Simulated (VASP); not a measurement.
# BiTe (Fm-3m) in VASP: further runs, part 2 of 2

VASP 6.6.1. The steps go on from the part before.

### 3 Single point, r2SCAN

This run uses another cell than the first one, of 32.57 Å³/atom, 1.021 times its volume.

POSCAR reads:

```
BiTe
1.0
    0.0000000000      3.1936941100      3.1936941100
    3.1936941100      0.0000000000      3.1936941100
    3.1936941100      3.1936941100      0.0000000000
Bi Te
1 1
Direct
    0.0000000000      0.0000000000      0.0000000000
    0.5000000000      0.5000000000      0.5000000000
```

INCAR.step1 reads:

```
SYSTEM = BiTe
ALGO = Normal
EDIFF = 1E-4
ENCUT = 520
GGA = PE
ISMEAR = -1
LASPH = .TRUE.
LCHARG = .FALSE.
LREAL = .FALSE.
LWAVE = .TRUE.
NBANDS = 18
NELM = 100
PREC = Accurate
SIGMA = 0.1
```

INCAR.step2 reads:

```
SYSTEM = BiTe
ALGO = Normal
EDIFF = 1E-6
ENCUT = 520
ISIF = 2
ISMEAR = -1
ISTART = 1
LASPH = .TRUE.
LCHARG = .FALSE.
LMIXTAU = .TRUE.
LREAL = .FALSE.
LWAVE = .FALSE.
METAGGA = R2SCAN
NBANDS = 18
NELM = 100
PREC = Accurate
SIGMA = 0.1
```

KPOINTS reads:

```
k-points
0
G
  9 9 9
  0 0 0
```

Potentials or basis: VASP PAW PBE potentials, release 64 (Bi_d, Te).

Command:

```sh
> cat potpaw_PBE.64/Bi_d/POTCAR potpaw_PBE.64/Te/POTCAR > POTCAR
> cp INCAR.step1 INCAR
> mpirun -np 1 vasp_std > vasp.out
> cp INCAR.step2 INCAR
> mpirun -np 1 vasp_std > vasp.out
```

It took 5.8 min on 1 thread of AMD EPYC 7R13, shared host; peak memory 0.21 GiB.

It converged, with:

```yaml
Free_energy: -84.0293 eV
Pressure: 2.2 GPa
```

Levels at points of the mesh, in eV from the Fermi level:
```csv
k point,band 6,band 7,band 8,band 9,band 10,band 11,band 12,band 13,band 14,band 15
"(0.00, 0.00, 0.00)",-14.44,-8.15,-2.91,-2.91,-2.91,2.33,2.33,2.33,4.94,4.94
```

Caveat: the PAW data sets were made with another functional, which shifts forces and pressure a little; spin-orbit coupling is left out, which moves the levels of the heavy elements.

### 4 Single point, r2SCAN

This run uses another cell than the first one, of 33.25 Å³/atom, 1.043 times its volume.

POSCAR reads:

```
BiTe
1.0
    0.0000000000      3.2157202800      3.2157202800
    3.2157202800      0.0000000000      3.2157202800
    3.2157202800      3.2157202800      0.0000000000
Bi Te
1 1
Direct
    0.0000000000      0.0000000000      0.0000000000
    0.5000000000      0.5000000000      0.5000000000
```

INCAR.step1 reads:

```
SYSTEM = BiTe
  PREC = Accurate
  ENCUT = 520
  ISMEAR = -1
  SIGMA = 0.1
  LREAL = .FALSE.
  LASPH = .TRUE.
  NELM = 60
  NBANDS = 18
  GGA = PE
  ALGO = Normal
  EDIFF = 1E-4
  LWAVE = .TRUE.
  LCHARG = .FALSE.
```

INCAR.step2 reads:

```
SYSTEM = BiTe
  PREC = Accurate
  ENCUT = 520
  EDIFF = 1E-6
  ISMEAR = -1
  SIGMA = 0.1
  LREAL = .FALSE.
  LASPH = .TRUE.
  NELM = 60
  ALGO = Normal
  ISIF = 2
  LWAVE = .FALSE.
  LCHARG = .FALSE.
  METAGGA = R2SCAN
  LMIXTAU = .TRUE.
  NBANDS = 18
  ISTART = 1
```

KPOINTS reads:

```
regular mesh
0
G
  9 9 9
  0 0 0
```

Command:

```sh
> cat potpaw_PBE.64/Bi_d/POTCAR potpaw_PBE.64/Te/POTCAR > POTCAR
> cp INCAR.step1 INCAR
> mpirun -np 1 vasp_std > vasp.out
> cp INCAR.step2 INCAR
> mpirun -np 1 vasp_std > vasp.out
```

Wall time 5.7 min (1 thread of AMD EPYC 7R13, shared host); peak memory 0.21 GiB.

It converged, with:

```
Free energy : -84.0428 eV
Pressure    : 1.0 GPa
```

Levels at points of the mesh, in eV from the Fermi level:
| k point | band 8 | band 9 | band 10 | band 11 | band 12 | band 13 |
| --- | --- | --- | --- | --- | --- | --- |
| (0.00, 0.00, 0.00) | -2.85 | -2.85 | -2.85 | 2.28 | 2.28 | 2.28 |

Caveat: the PAW data sets were made with another functional, which shifts forces and pressure a little; spin-orbit coupling is left out, which moves the levels of the heavy elements.

### 5 Single point, r2SCAN

This run uses another cell than the first one, of 33.93 Å³/atom, 1.064 times its volume.

POSCAR reads:

```
BiTe
1.0
    0.0000000000      3.2374487832      3.2374487832
    3.2374487832      0.0000000000      3.2374487832
    3.2374487832      3.2374487832      0.0000000000
Bi Te
1 1
Direct
    0.0000000000      0.0000000000      0.0000000000
    0.5000000000      0.5000000000      0.5000000000
```

INCAR.step1: that of step 4 with these lines changed.

```diff
@@ -7,3 +7,3 @@
   LASPH = .TRUE.
-  NELM = 60
+  NELM = 100
   NBANDS = 18
```

INCAR.step2: that of step 4 with these lines changed.

```diff
@@ -3,3 +3,3 @@
   ENCUT = 520
-  EDIFF = 1E-6
+  EDIFF = 1E-7
   ISMEAR = -1
@@ -8,3 +8,3 @@
   LASPH = .TRUE.
-  NELM = 60
+  NELM = 100
   ALGO = Normal
```

KPOINTS reads:

```
Automatic mesh
0
G
  9 9 9
  0 0 0
```

Command:

```sh
> cat potpaw_PBE.64/Bi_d/POTCAR potpaw_PBE.64/Te/POTCAR > POTCAR
> cp INCAR.step1 INCAR
> mpirun -np 1 vasp_std > vasp.out
> cp INCAR.step2 INCAR
> mpirun -np 1 vasp_std > vasp.out
```

It took 5.8 min on 1 thread of AMD EPYC 7R13, shared host; peak memory 0.21 GiB.

Results (log left out):

- Free energy: -84.0467 eV
- Pressure: -0.1 GPa

Levels at points of the mesh, in eV from the Fermi level:
| k point | band 6 | band 7 | band 8 | band 9 | band 10 | band 11 | band 12 | band 13 | band 14 | band 15 |
| --- | --- | --- | --- | --- | --- | --- | --- | --- | --- | --- |
| (0.00, 0.00, 0.00) | -14.14 | -8.32 | -2.79 | -2.79 | -2.79 | 2.24 | 2.24 | 2.24 | 5.01 | 5.01 |

Caveat: the PAW data sets were made with another functional, which shifts forces and pressure a little; spin-orbit coupling is left out, which moves the levels of the heavy elements.

### 6 Overview

```csv
cell,gap on the mesh (eV),pressure (GPa)
"a = 4.485 Å, angles 60.0°, 2 atoms",none,3.5
"a = 4.517 Å, angles 60.0°, 2 atoms",none,2.2
"a = 4.548 Å, angles 60.0°, 2 atoms",none,1.0
"a = 4.578 Å, angles 60.0°, 2 atoms",none,-0.1
```

Alike in all rows: task single point; level r2SCAN; potentials or basis VASP PAW PBE potentials, release 64 (Bi_d, Te); no spin polarisation; k mesh 9 × 9 × 9; cutoff (eV) 520; smearing fermi-dirac 0.1 eV.

Caveats: the PAW data sets were made with another functional, which shifts forces and pressure a little; spin-orbit coupling is left out, which moves the levels of the heavy elements.

Total energies depend on the potentials used, so only differences within one code and one set of settings carry meaning.
